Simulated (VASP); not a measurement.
# Ru (P6_3/mmc) in VASP: further runs

Ru is run at these levels: PBE; tasks: single point.

Everything below comes from runs of VASP 6.6.1. Logs are shortened: lines on timing, memory, paths and dates and some standing lists are left out, and cuts for length are marked.

## 1. The cell of the first run

Symmetry: P6_3/mmc, No. 194, hexagonal system. The conventional cell has a = 2.724 Å, b = 2.724 Å, c = 4.289 Å, α = 90.00°, β = 90.00°, γ = 120.00°. Ru (site symmetry -6m2) has 12 Ru at 2.66 to 2.72 Å within 3.5 Å.

## 2. Single point, PBE

INCAR

```
SYSTEM = Ru
PREC = Accurate
ENCUT = 520
EDIFF = 1E-6
ISMEAR = 0
SIGMA = 0.01
LREAL = .False.
LASPH = .True.
NELM = 60
ALGO = Normal
ISIF = 2
LWAVE = .False.
LCHARG = .False.
GGA = PE
NBANDS = 21
```

KPOINTS

```
Automatic mesh
0
Gamma
  13 13 7
  0 0 0
```

POSCAR

```
Ru
1.0
    2.7235595794      0.0000000000      0.0000000000
   -1.3617797897      2.3586717845      0.0000000000
    0.0000000000      0.0000000000      4.2890849607
Ru
2
Direct
    0.3333333333      0.6666666667      0.2500000000
    0.6666666667      0.3333333333      0.7500000000
```

Potentials or basis: VASP PAW PBE potentials, release 64 (Ru_pv).

Command:

```
> cat potpaw_PBE.64/Ru_pv/POTCAR > POTCAR
> mpirun -np 1 vasp_std > vasp.out
```

OUTCAR:

```text
SYSTEM = Ru
   PREC = Accurate
   ENCUT = 520
   EDIFF = 1E-6
   ISMEAR = 0
   LREAL = .False.
   LASPH = .True.
   NELM = 60
   ISIF = 2
   GGA = PE

 ion  position               nearest neighbor table
   1  0.333  0.667  0.250-   2 2.66   2 2.66   2 2.66   2 2.66   2 2.66   2 2.66
   2  0.667  0.333  0.750-   1 2.66   1 2.66   1 2.66   1 2.66   1 2.66   1 2.66

  LATTYP: Found a hexagonal cell.
 ALAT       =     2.7235595794
 C/A-ratio  =     1.5748085679

  Lattice vectors:

 A1 = (   2.7235595794,   0.0000000000,   0.0000000000)
 A2 = (  -1.3617797897,   2.3586717845,   0.0000000000)
 A3 = (   0.0000000000,   0.0000000000,   4.2890849607)

Analysis of symmetry for initial positions (statically):
=====================================================================
 Subroutine PRICEL returns:
 Original cell was already a primitive cell.

 Routine SETGRP: Setting up the symmetry group for a
 hexagonal supercell.

 Subroutine GETGRP returns: Found 24 space group operations
 (whereof 12 operations were pure point group operations)
 out of a pool of 24 trial point group operations.

The static configuration has the point symmetry D_3d.
 The point group associated with its full space group is D_6h.

Analysis of symmetry for dynamics (positions and initial velocities):
=====================================================================
 Subroutine PRICEL returns:
 Original cell was already a primitive cell.

 Routine SETGRP: Setting up the symmetry group for a
 hexagonal supercell.

 Subroutine GETGRP returns: Found 24 space group operations
 (whereof 12 operations were pure point group operations)
 out of a pool of 24 trial point group operations.

The dynamic configuration has the point symmetry D_3d.
 The point group associated with its full space group is D_6h.

 Subroutine INISYM returns: Found 24 space group operations
 (whereof 12 operations are pure point group operations),
 and found     1 'primitive' translations

----------------------------------------------------------------------------------------

                                     Primitive cell

  volume of cell :      27.5530

  direct lattice vectors                    reciprocal lattice vectors
     2.723559579  0.000000000  0.000000000     0.367166559  0.211983712  0.000000000
    -1.361779790  2.358671784  0.000000000     0.000000000  0.423967424  0.000000000
     0.000000000  0.000000000  4.289084961     0.000000000  0.000000000  0.233149963

  length of vectors
     2.723559579  2.723559579  4.289084961     0.423967424  0.423967424  0.233149963

  position of ions in fractional coordinates (direct lattice)
     0.333333333  0.666666667  0.250000000
     0.666666667  0.333333333  0.750000000

  ion indices of the primitive-cell ions
   primitive index   ion index
                 1           1
                 2           2

----------------------------------------------------------------------------------------

 KPOINTS: Automatic mesh

Automatic generation of k-mesh.
 Grid dimensions read from file:
 generate k-points for:   13   13    7

 Generating k-lattice:

  Cartesian coordinates                     Fractional coordinates (reciprocal lattice)
     0.028243581  0.016306439  0.000000000     0.076923077 -0.000000000  0.000000000
     0.000000000  0.032612879  0.000000000     0.000000000  0.076923077  0.000000000
     0.000000000  0.000000000  0.033307138     0.000000000  0.000000000  0.142857143

  Length of vectors
     0.032612879  0.032612879  0.033307138

  Shift w.r.t. Gamma in fractional coordinates (k-lattice)
     0.000000000  0.000000000  0.000000000

 Subroutine IBZKPT returns following result:
 ===========================================

 Found     84 irreducible k-points:

 Following reciprocal coordinates:
            Coordinates               Weight
  0.000000  0.000000  0.000000      1.000000
  0.076923  0.000000  0.000000      6.000000
  0.153846  0.000000  0.000000      6.000000
  0.230769  0.000000  0.000000      6.000000
  0.307692  0.000000  0.000000      6.000000
  0.384615  0.000000  0.000000      6.000000
[... 16 lines left out ...]
  0.076923  0.000000  0.142857     12.000000
  0.153846  0.000000  0.142857     12.000000
 [... further k-points ...]
   k-points           NKPTS =     84   k-points in BZ     NKDIM =     84   number of bands    NBANDS=     21
   number of dos      NEDOS =    301   number of ions     NIONS =      2
   total plane-waves  NPLWV =  12800
   dimension x,y,z NGX =    20 NGY =   20 NGZ =   32
   dimension x,y,z NGXF=    40 NGYF=   40 NGZF=   64
   ions per type =               2
   NGX,Y,Z   is equivalent  to a cutoff of  12.21, 12.21, 12.40 a.u.
   NGXF,Y,Z  is equivalent  to a cutoff of  24.42, 24.42, 24.81 a.u.
 SYSTEM =  Ru
   PREC   = accura    normal or accurate (medium, high low for compatibility)
   ISTART =      0    job   : 0-new  1-cont  2-samecut
   ICHARG =      2    charge: 1-file 2-atom 10-const
   ISPIN  =      1    spin polarized calculation?
   LNONCOLLINEAR =      F non collinear calculations
   LSORBIT =      F    spin-orbit coupling
   LASPH  =      T    aspherical Exc in radial PAW
   ENCUT  =  520.0 eV  38.22 Ry    6.18 a.u.   5.06  5.06  7.97*2*pi/ulx,y,z
   NELM   =     60;   NELMIN=  2; NELMDL= -5     # of ELM steps
   EDIFF  = 0.1E-05   stopping-criterion for ELM
   LREAL  =      F    real-space projection
   EDIFFG = 0.1E-04   stopping-criterion for IOM
   NSW    =      0    number of steps for IOM
   IBRION =     -1    ionic relax: 0-MD 1-quasi-New 2-CG
   NFREE  =      0    steps in history (QN), initial steepest desc. (CG)
   ISIF   =      2    stress and relaxation
   ISYM   =      2    0-nonsym 1-usesym 2-fastsym
   POTIM  = 0.5000    time-step for ionic-motion
   TEBEG  =    0.0;   TEEND  =   0.0 temperature during run
   PSTRESS=    0.0 pullay stress
   NELECT =      28.0000    total number of electrons
   NUPDOWN=      -1.0000    fix difference up-down
   EMIN   =  10.00;   EMAX   =-10.00  energy-range for DOS
   EFERMI =   0.00;   METHOD = LEGACY
   ISMEAR =     0;   SIGMA  =   0.01  broadening in eV -4-tet -1-fermi 0-gaus
   EFERMI_NEDOS =   21; number of points for ismear=-14 and -15
   IALGO  =     38    algorithm
   IMIX   =      4    mixing-type and parameters
     AMIX     =   0.40;   BMIX     =  1.00
     AMIX_MAG =   1.60;   BMIX_MAG =  1.00
  volume/ion in A,a.u.               =      13.78        92.97
  Fermi-wavevector in a.u.,A,eV,Ry     =   1.645904  3.110308 36.858181  2.709000
  Thomas-Fermi vector in A             =   2.735622
   LORBIT       =      0    0 simple, 1 ext, 2 COOP (PROOUT), +10 PAW based schemes
   GGA     = PE    functional components
   LHFCALC =     F    Hartree Fock is set to
   AEXX    =    0.0000 exact exchange contribution
   IVDW    =     0    specifies the selected vdW correction
   LEPSILON=     F    determine dielectric tensor
   LRPA    =     F    only Hartree local field effects (RPA)
 non-spin polarized calculation
 Gauss-broadening in eV      SIGMA  =   0.01
  energy-cutoff  :      520.00
  volume of cell :       27.55
 maximum number of plane-waves:       756
   NGX = 11   NGY = 11   NGZ = 15

 number of electron      28.0000012 magnetization

 Free energy of the ion-electron system (eV)
  ---------------------------------------------------
  ext. energy  EPLUGINS =         0.00000000
  ---------------------------------------------------
  free energy    TOTEN  =       -18.46165041 eV

  energy without entropy =      -18.46156079  energy(sigma->0) =      -18.46160560

 E-fermi :  12.6105     XC(G=0): -14.0304

 val. band max:       12.6098297962   @ k =   0.3846   0.0000   0.4286
 cond. band min:      12.6747573293   @ k =   0.2308   0.0769   0.2857
 fundamental gap:      0.0649275331
 Fermi energy:        12.6104562388

 k-point     1 :       0.0000    0.0000    0.0000
  band No.  band energies     occupation
      1     -31.0267      2.00000
      2     -30.1479      2.00000
      3     -30.1479      2.00000
      4     -29.9813      2.00000
      5     -29.9813      2.00000
      6     -29.9264      2.00000
[... 13 lines left out ...]
     20      22.9981      0.00000
     21      23.0127      0.00000

 k-point     2 :       0.0769    0.0000    0.0000
  band No.  band energies     occupation
      1     -31.0075      2.00000
      2     -30.1879      2.00000
      3     -30.1616      2.00000
      4     -30.0231      2.00000
      5     -29.9867      2.00000
      6     -29.9356      2.00000
[... 13 lines left out ...]
     20      22.9981      0.00000
     21      23.0108      0.00000

 k-point     3 :       0.1538    0.0000    0.0000
  band No.  band energies     occupation
      1     -30.9520      2.00000
      2     -30.2987      2.00000
      3     -30.1984      2.00000
      4     -30.1371      2.00000
      5     -30.0026      2.00000
      6     -29.9632      2.00000
[... 13 lines left out ...]
     20      22.9981      0.00000
     21      23.0070      0.00000

 k-point     4 :       0.2308    0.0000    0.0000
  band No.  band energies     occupation
      1     -30.8668      2.00000
      2     -30.4552      2.00000
      3     -30.2929      2.00000
      4     -30.2482      2.00000
      5     -30.0266      2.00000
      6     -30.0089      2.00000
[... 13 lines left out ...]
     20      22.9980      0.00000
     21      23.0037      0.00000

 k-point     5 :       0.3077    0.0000    0.0000
  band No.  band energies     occupation
      1     -30.7627      2.00000
      2     -30.6213      2.00000
      3     -30.4528      2.00000
      4     -30.2994      2.00000
      5     -30.0710      2.00000
      6     -30.0535      2.00000
[... 13 lines left out ...]
     20      22.9978      0.00000
     21      23.0005      0.00000

 k-point     6 :       0.3846    0.0000    0.0000
  band No.  band energies     occupation
      1     -30.7588      2.00000
      2     -30.6564      2.00000
      3     -30.5813      2.00000
      4     -30.3405      2.00000
      5     -30.1423      2.00000
      6     -30.0766      2.00000
[... 13 lines left out ...]
     20      22.9979      0.00000
     21      23.0525      0.00000

 k-point     7 :       0.4615    0.0000    0.0000
  band No.  band energies     occupation
      1     -30.8363      2.00000
      2     -30.6525      2.00000
      3     -30.5787      2.00000
      4     -30.3634      2.00000
      5     -30.2001      2.00000
      6     -30.0898      2.00000
[... 13 lines left out ...]
     20      22.9974      0.00000
     21      23.4327      0.00000
[... 291 lines left out ...]
      1     -30.7573      2.00000
      2     -30.5773      2.00000
      3     -30.5150      2.00000
      4     -30.4689      2.00000
      5     -30.2903      2.00000
      6     -30.2889      2.00000
[... 13 lines left out ...]
     20      22.9980      0.00000
     21      22.9987      0.00000

 k-point    21 :       0.3077    0.3077    0.0000
  band No.  band energies     occupation
      1     -30.7254      2.00000
      2     -30.5775      2.00000
      3     -30.5232      2.00000
      4     -30.4304      2.00000
      5     -30.3490      2.00000
      6     -30.3251      2.00000
[... 13 lines left out ...]
     20      22.9982      0.00000
     21      22.9983      0.00000

 k-point    22 :       0.0000    0.0000    0.1429
  band No.  band energies     occupation
      1     -30.9749      2.00000
      2     -30.1397      2.00000
      3     -30.1397      2.00000
      4     -29.9896      2.00000
      5     -29.9896      2.00000
      6     -29.9838      2.00000
[... 13 lines left out ...]
     20      22.9981      0.00000
     21      23.7558      0.00000

 k-point    23 :       0.0769    0.0000    0.1429
  band No.  band energies     occupation
      1     -30.9583      2.00000
      2     -30.1784      2.00000
      3     -30.1530      2.00000
      4     -30.0516      2.00000
      5     -29.9954      2.00000
      6     -29.9710      2.00000
[... 13 lines left out ...]
     20      22.9981      0.00000
     21      23.7507      0.00000

 k-point    24 :       0.1538    0.0000    0.1429
  band No.  band energies     occupation
      1     -30.9116      2.00000
      2     -30.2848      2.00000
      3     -30.1888      2.00000
      4     -30.1723      2.00000
      5     -30.0124      2.00000
      6     -29.9860      2.00000
[... 13 lines left out ...]
     20      22.9980      0.00000
     21      23.7465      0.00000

 [... further k-points ...]
[... 5 lines left out ...]
  --------------------------------------------------------------------------------------
  -------------------------------------------------------------------------------------
  Total       -0.0962218     -0.0962218      0.0084798     -0.0000000      0.0000000      0.0000000
  in kB       -5.5951931     -5.5951931      0.4930936     -0.0000000      0.0000000      0.0000000
  external PRESSURE =      -3.5657642 kB  Pullay stress =       0.0000000 kB

 VOLUME and BASIS-vectors are now :
 -----------------------------------------------------------------------------
  energy-cutoff  :      520.00
  volume of cell :       27.55
      direct lattice vectors                 reciprocal lattice vectors
     2.723559579  0.000000000  0.000000000     0.367166559  0.211983712  0.000000000
    -1.361779790  2.358671784  0.000000000     0.000000000  0.423967424  0.000000000
     0.000000000  0.000000000  4.289084961     0.000000000  0.000000000  0.233149963

 POSITION                                       TOTAL-FORCE (eV/Angst)
 -----------------------------------------------------------------------------------
     -0.00000      1.57245      1.07227         0.000000      0.000000      0.000000
      1.36178      0.78622      3.21681        -0.000000     -0.000000      0.000000
 -----------------------------------------------------------------------------------
    total drift:                               -0.000000      0.000000     -0.000000

  FREE ENERGIE OF THE ION-ELECTRON SYSTEM (eV)
  ---------------------------------------------------
  free  energy   TOTEN  =       -18.4616504143 eV

  energy  without entropy=      -18.4615607931  energy(sigma->0) =      -18.46160560
```

It took 36 s on 1 thread of Intel Xeon 8259CL, shared host; peak memory 0.16 GiB.

What came out:

* Free energy: -18.4617 eV
* Pressure: -0.4 GPa
* Band gap on the k mesh: zero (band 14 reaches 13.98 eV, above the bottom of band 15 at 11.05 eV)

## 3. Single point, PBE

INCAR

```
PREC = Accurate
ENCUT = 520
EDIFF = 1E-6
ISMEAR = 0
SIGMA = 0.03
LREAL = F
LASPH = T
NELM = 60
ALGO = Normal
ISIF = 2
LWAVE = F
LCHARG = T
GGA = PE
LELF = T
LVHAR = T
NBANDS = 21
```

KPOINTS

```
Automatic mesh
0
Gamma
  13 13 7
```

POSCAR is that of step 2.

Potentials or basis: VASP PAW PBE potentials, release 64 (Ru_pv).

Command:

```
> cat potpaw_PBE.64/Ru_pv/POTCAR > POTCAR
> mpirun -np 1 vasp_std > vasp.out
```

Run time: 40 s. Hardware: 1 thread of Intel Xeon 8259CL, shared host; peak memory 0.16 GiB.

It converged, with:

```
Free energy            : -18.4619 eV
Pressure               : -0.4 GPa
Band gap on the k mesh : zero (band 14 reaches 13.98 eV, above the bottom of band 15 at 11.05 eV)
```

Stress tensor (GPa, compression positive):
```
-0.54  0.00  0.00
 0.00 -0.54  0.00
 0.00  0.00  0.01
```

Levels at points of the mesh, in eV from the Fermi level:
| k point | band 12 | band 13 | band 14 | band 15 | band 16 | band 17 |
| --- | --- | --- | --- | --- | --- | --- |
| (0.00, 0.00, 0.00) | -1.93 | -1.93 | -1.45 | -1.45 | 1.10 | 1.10 |

## 4. Single point, PBE

INCAR

```
SYSTEM = Ru
PREC = Accurate ; ENCUT = 520
EDIFF = 1E-6 ; ISMEAR = 0
SIGMA = 0.1 ; LREAL = .False.
LASPH = .True. ; NELM = 80
ALGO = Normal ; ISIF = 2
LWAVE = .False. ; LCHARG = .False.
GGA = PE ; NBANDS = 21
```

KPOINTS

```
Automatic mesh
0
Gamma
  13 13 7
  0 0 0
```

POSCAR is that of step 3.

Command:

```
> cat potpaw_PBE.64/Ru_pv/POTCAR > POTCAR
> mpirun -np 1 vasp_std > vasp.out
```

Wall time 48 s (1 thread of Intel Xeon 8259CL, shared host); peak memory 0.16 GiB.

It converged, with:

* Free energy: -18.4648 eV
* Pressure: -0.3 GPa
* Band gap on the k mesh: zero (band 14 reaches 13.98 eV, above the bottom of band 15 at 11.05 eV)

Stress tensor (GPa, compression positive):
```
-0.46  0.00  0.00
 0.00 -0.46  0.00
 0.00  0.00 -0.05
```

Levels at points of the mesh, in eV from the Fermi level:
```
           k point  band 10  band 11  band 12  band 13  band 14  band 15  band 16  band 17  band 18  band 19
(0.00, 0.00, 0.00)    -2.60    -2.37    -1.92    -1.92    -1.45    -1.45     1.10     1.10     1.29    10.14
```

## 5. Summary

```csv
smearing,gap on the mesh (eV),pressure (GPa)
gaussian 0.01 eV,none,-0.4
gaussian 0.03 eV,none,-0.4
gaussian 0.1 eV,none,-0.3
```

Alike in all rows: task single point; level PBE; potentials or basis VASP PAW PBE potentials, release 64 (Ru_pv); no spin polarisation; cell as given; k mesh 13 × 13 × 7; cutoff (eV) 520.

Every run on the cell as given and a fine mesh finds a metal.

Absolute energies hang on the potentials; compare differences alone.
